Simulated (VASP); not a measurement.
Set up this calculation in VASP 6.6.1, as the native input.

```yaml
Task: single point
Functional: LDA
Potentials_or_basis: VASP PAW LDA potentials, release 64 (Ta_pv)
Cutoff: 520 eV
k_mesh: 14 × 14 × 14
Occupations: gaussian, width 0.3 eV
Spin: no spin polarisation
Dipole_correction: no
Further_INCAR_settings: ALGO = Normal; EDIFF = 1e-06; NBANDS = 12
```

The structure of Ta lies in POSCAR:

```
Ta
1.0
   -1.6276710318      1.6276710318      1.6276710318
    1.6276710318     -1.6276710318      1.6276710318
    1.6276710318      1.6276710318     -1.6276710318
Ta
1
Direct
    0.0000000000      0.0000000000      0.0000000000
```

The input as run:

INCAR

```
SYSTEM = Ta
PREC     = Accurate       ! precision mode
ENCUT    = 520            ! plane-wave cutoff, eV
EDIFF    = 1E-6           ! SCF threshold, eV
ISMEAR   = 0              ! smearing method
SIGMA    = 0.3            ! smearing width, eV
LREAL    = .FALSE.        ! projectors in reciprocal space
LASPH    = .TRUE.         ! aspherical terms in the spheres
NELM     = 60             ! most SCF steps
ALGO     = Normal         ! electronic algorithm
ISIF     = 2              ! what is computed and relaxed
LWAVE    = .FALSE.        ! write WAVECAR
LCHARG   = .FALSE.        ! write CHGCAR
NBANDS   = 12             ! bands
```

KPOINTS

```
Automatic mesh
0
G
  14 14 14
  0 0 0
```

Potentials or basis: VASP PAW LDA potentials, release 64 (Ta_pv).

The run is started by

```console
$ cat potpaw_LDA.64/Ta_pv/POTCAR > POTCAR
$ mpirun -np 1 vasp_std > vasp.out
```

Results of the run:

```yaml
Pressure: 0.8 GPa
```

Wall time 7.9 s on 1 thread of Intel Xeon 6975P-C, on a shared host, peak memory 0.14 GiB.
